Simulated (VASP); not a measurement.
# FeNi3 (Pm-3m) in VASP: vibrations by perturbation theory with PBE

Aim: the vibrations by perturbation theory of FeNi3 with PBE.

Program: VASP 6.6.1. These are calculated values, not measurements. Logs are shortened: lines on timing, memory, paths and dates and some standing lists are left out, and cuts for length are marked.

## 1. The cell of the first run

It takes space group Pm-3m (No. 221, cubic). Conventional cell: a = 3.545 Å, b = 3.545 Å, c = 3.545 Å, α = 90.00°, β = 90.00°, γ = 90.00°. Fe (site symmetry m-3m) has 12 Ni at 2.51 Å within 3.3 Å. Ni (site symmetry 4/mmm) has 4 Fe at 2.51 Å and 8 Ni at 2.51 Å within 3.3 Å.

## 2. Vibrations by perturbation theory, PBE, collinear spin, ferromagnetic start

INCAR

```
  PREC = Accurate
  ENCUT = 520
  EDIFF = 1E-8
  ISMEAR = 0
  SIGMA = 0.2
  LREAL = False
  LASPH = True
  NELM = 150
  ALGO = Normal
  ISIF = 2
  LWAVE = False
  LCHARG = False
  ISPIN = 2
  MAGMOM = -3.2 -0.76 -0.76 -0.76
  LORBIT = 11
  LMAXMIX = 4
  GGA = PE
  IBRION = 8
  NSW = 1
  KPAR = 4
```

KPOINTS

```
regular mesh
0
Gamma
  14 14 14
```

POSCAR

```
FeNi3
1.0
    3.5446221874      0.0000000000      0.0000000000
    0.0000000000      3.5446221874      0.0000000000
    0.0000000000      0.0000000000      3.5446221874
Fe Ni
1 3
Direct
    0.0000000000      0.0000000000      0.0000000000
    0.0000000000      0.5000000000      0.5000000000
    0.5000000000      0.0000000000      0.5000000000
    0.5000000000      0.5000000000      0.0000000000
```

Potentials or basis: VASP PAW PBE potentials, release 64 (Fe, Ni).

Started as:

```console
cat potpaw_PBE.64/Fe/POTCAR potpaw_PBE.64/Ni/POTCAR > POTCAR
mpirun -np 4 vasp_std > vasp.out
```

OUTCAR:

```text
PREC = Accurate
   ENCUT = 520
   EDIFF = 1E-8
   ISMEAR = 0
   LREAL = False
   LASPH = True
   NELM = 150
   ISIF = 2
   ISPIN = 2
   LORBIT = 11
   GGA = PE
   IBRION = 8
   NSW = 1

 ion  position               nearest neighbor table
   1  0.000  0.000  0.000-   2 2.51   3 2.51   4 2.51   2 2.51   3 2.51   2 2.51   4 2.51   2 2.51
                             3 2.51   4 2.51   3 2.51   4 2.51
   2  0.000  0.500  0.500-   1 2.51   3 2.51   4 2.51   1 2.51   4 2.51   1 2.51   3 2.51   1 2.51
                             3 2.51   4 2.51   4 2.51   3 2.51
   3  0.500  0.000  0.500-   1 2.51   2 2.51   4 2.51   1 2.51   4 2.51   2 2.51   4 2.51   4 2.51
                             1 2.51   2 2.51   1 2.51   2 2.51
   4  0.500  0.500  0.000-   1 2.51   2 2.51   3 2.51   2 2.51   3 2.51   1 2.51   3 2.51   3 2.51
                             1 2.51   2 2.51   2 2.51   1 2.51

  LATTYP: Found a simple cubic cell.
 ALAT       =     3.5446221874

  Lattice vectors:

 A1 = (   3.5446221874,   0.0000000000,   0.0000000000)
 A2 = (   0.0000000000,   3.5446221874,   0.0000000000)
 A3 = (   0.0000000000,   0.0000000000,   3.5446221874)

Analysis of symmetry for initial positions (statically):
=====================================================================
 Subroutine PRICEL returns:
 Original cell was already a primitive cell.

 Routine SETGRP: Setting up the symmetry group for a
 simple cubic supercell.

 Subroutine GETGRP returns: Found 48 space group operations
 (whereof 48 operations were pure point group operations)
 out of a pool of 48 trial point group operations.

The static configuration has the point symmetry O_h .

[... 1635 lines left out ...]

 Free energy of the ion-electron system (eV)
  ---------------------------------------------------
  ---------------------------------------------------
  free energy    TOTEN  =        -0.18535497 eV

  energy without entropy =       -0.18535491

------------------------ aborting loop because EDIFF is reached ----------------------------------------

 INTERNAL STRAIN TENSOR  FOR ION    2  DIRECTION 2   (eV/Angst):
 -----------------------------------------------------------------------------
     0.04022  0.00000  0.00000
     0.00000  0.00653  0.00000
     0.00000  0.00000 -0.01367

 INTERNAL STRAIN TENSOR FOR ION    4 for displacements in x,y,z  (eV/Angst):
          X           Y           Z          XY          YZ          ZX
  --------------------------------------------------------------------------------
  x     0.00000     0.00000     0.00000     0.00000     0.00000     0.00000
  y     0.00000     0.00000     0.00000     0.00000     0.00000     0.00000
  z     0.00000     0.00000     0.00000     0.00000     0.00000     0.00000

 SECOND DERIVATIVES (NOT SYMMETRIZED)
 ------------------------------------
               1X          1Y          1Z          2X          2Y          2Z          3X          3Y          3Z          4X          4Y          4Z
  1X    -7.281728   -0.000000   -0.000000    0.496948    0.000000   -0.000000    3.392390    0.000000    0.000000    3.392390    0.000000    0.000000
  1Y    -0.000000   -7.281728   -0.000000    0.000000    3.392390    0.000000    0.000000    0.496948   -0.000000    0.000000    3.392390    0.000000
  1Z    -0.000000   -0.000000   -7.281728    0.000000    0.000000    3.392390    0.000000    0.000000    3.392390   -0.000000   -0.000000    0.496948
  2X     0.490573    0.000000   -0.000000   -8.855946    0.000000    0.000000    4.182686   -0.000000    0.000000    4.182686    0.000000    0.000000
  2Y     0.000000    3.385153    0.000000    0.000000   -7.926910    0.000000    0.000000    4.182319    0.000000    0.000000    0.359438    0.000000
  2Z     0.000000    0.000000    3.385153    0.000000    0.000000   -7.926910    0.000000    0.000000    0.359438    0.000000    0.000000    4.182319
  3X     3.385153    0.000000    0.000000    4.182319    0.000000    0.000000   -7.926910    0.000000    0.000000    0.359438    0.000000    0.000000
  3Y    -0.000000    0.490573    0.000000   -0.000000    4.182686   -0.000000    0.000000   -8.855946    0.000000    0.000000    4.182686    0.000000
  3Z     0.000000    0.000000    3.385153    0.000000    0.000000    0.359438    0.000000    0.000000   -7.926910    0.000000    0.000000    4.182319
  4X     3.385153    0.000000    0.000000    4.182319    0.000000    0.000000    0.359438    0.000000    0.000000   -7.926910    0.000000    0.000000
  4Y     0.000000    3.385153    0.000000    0.000000    0.359438    0.000000    0.000000    4.182319    0.000000    0.000000   -7.926910    0.000000
  4Z     0.000000    0.000000    0.490573   -0.000000    0.000000    4.182686   -0.000000   -0.000000    4.182686   -0.000000   -0.000000   -8.855946

 Eigenvectors and eigenvalues of the dynamical matrix
 ----------------------------------------------------

   1 f  =    8.019283 THz    50.386639 2PiTHz  267.494478 cm-1    33.165073 meV
             X         Y         Z           dx          dy          dz
      0.000000  0.000000  0.000000     0.190831    0.338541   -0.097857
      0.000000  1.772311  1.772311     0.283274   -0.416215    0.120309
      1.772311  0.000000  1.772311    -0.234615    0.502539    0.120309
      1.772311  1.772311  0.000000    -0.234615   -0.416215   -0.145261
[... 71 lines left out ...]
  12 f/i=    0.004034 THz     0.025344 2PiTHz    0.134545 cm-1     0.016681 meV
             X         Y         Z           dx          dy          dz
      0.000000  0.000000  0.000000    -0.464228   -0.157327    0.000000
      0.000000  1.772311  1.772311    -0.476686   -0.161510    0.000000
      1.772311  0.000000  1.772311    -0.476572   -0.161549   -0.000000
      1.772311  1.772311  0.000000    -0.476572   -0.161510    0.000000

--------------------------------------------------------------------------------------------------------

 ELASTIC MODULI CONTR FROM IONIC RELAXATION (kBar)
 Direction    XX          YY          ZZ          XY          YZ          ZX
 --------------------------------------------------------------------------------
 XX           0.0000      0.0000      0.0000      0.0000      0.0000      0.0000
 YY           0.0000      0.0000      0.0000      0.0000      0.0000      0.0000
 ZZ           0.0000      0.0000      0.0000      0.0000      0.0000      0.0000
 XY           0.0000      0.0000      0.0000      0.0000      0.0000      0.0000
 YZ           0.0000      0.0000      0.0000      0.0000      0.0000      0.0000
 ZX           0.0000      0.0000      0.0000      0.0000      0.0000      0.0000
 --------------------------------------------------------------------------------

 total charge

# of ion       s       p       d       tot
------------------------------------------
    1        0.474   0.502   6.113   7.089
    2        0.504   0.510   8.323   9.336
    3        0.504   0.510   8.323   9.336
    4        0.504   0.510   8.323   9.336
--------------------------------------------------
tot          1.984   2.030  31.082  35.096

 magnetization (x)

# of ion       s       p       d       tot
------------------------------------------
    1       -0.012  -0.001  -2.888  -2.901
    2        0.015   0.043  -0.695  -0.636
    3        0.015   0.043  -0.695  -0.636
    4        0.015   0.043  -0.695  -0.636
--------------------------------------------------
tot          0.034   0.128  -4.973  -4.810
```

stdout:

```text
POSCAR found type information on POSCAR FeNi
 POSCAR found :  2 types and       4 ions
 scaLAPACK will be used
 LDA part: xc-table for (Slater+PW92), standard interpolation
 POSCAR, INCAR and KPOINTS ok, starting setup
 FFT: planning ... GRIDC
 FFT: planning ... GRID_SOFT
 FFT: planning ... GRID
 WAVECAR not read
 entering main loop
 Linear response reoptimize wavefunctions to high precision
 Linear response DOF=           3
 Linear response progress:
 first order change of Fermi-energy   0.32104E-04
 force on displaced ion       1 direction 1 :  -7.282   0.000  -0.000
 Linear response progress:
 first order change of Fermi-energy   0.47246E-03
 force on displaced ion       2 direction 1 :  -8.856  -0.000  -0.000
 Linear response progress:
 first order change of Fermi-energy   0.39565E-03
 force on displaced ion       2 direction 2 :   0.000  -7.927   0.000
 Linear response finished
```

It took 8.8 min on 4 MPI ranks of Intel Xeon 6975P-C (Granite Rapids), shared host; peak memory 2 GiB.

Results:

```
Net moment                                            : -4.78 μB per cell
Site moments                                          : Fe -2.90; Ni -0.64 μB
Valence electrons inside the program's atomic spheres : Fe 7.09; Ni 9.34
Highest phonon frequency at Γ                         : 267 cm⁻¹
```

Phonon frequencies in cm⁻¹ (negative: imaginary):
| q point | frequencies |
| --- | --- |
| (0.000, 0.000, 0.000) | 0 0 0 196 196 196 200 200 200 267 267 267 |
